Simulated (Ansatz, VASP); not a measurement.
## Sn3Te in VASP and in Ansatz

```xyz
4
Lattice="4.8656 0.0000 0.0000 0.0000 4.8656 0.0000 0.0000 0.0000 4.8656" Properties=species:S:1:pos:R:3 pbc="T T T"
Sn    2.3328    2.4328    0.0000
Sn    2.4328    0.0000    2.4328
Sn    0.0000    2.4328    2.4328
Te    0.0000    0.0000    0.0000
```

Alike in both runs: task single point; functional PBE; k mesh 5 × 5 × 5; no spin polarisation.

```csv
,VASP,Ansatz
version,VASP 6.6.1,Ansatz 0.2.0
potentials or method,"VASP PAW PBE potentials, release 64 (Sn_d, Te), cutoff 520 eV","plane waves, PAW"
occupations,"methfessel-paxton of order 1, width 0.1 eV",cold
valence electrons in the cell,48,58
```

Ansatz gave:

- rms of the force components (eV/Å): 0.048

Estimate VASP's values.

rms of the force components (eV/Å): 0.049.

Atom by atom the forces differ by 0.003 eV/Å (rms over components). VASP's potentials hold 48 valence electrons a cell and Ansatz's 58, so a difference there can come from the potentials and not from the codes.

Neither program's run includes spin-orbit coupling.
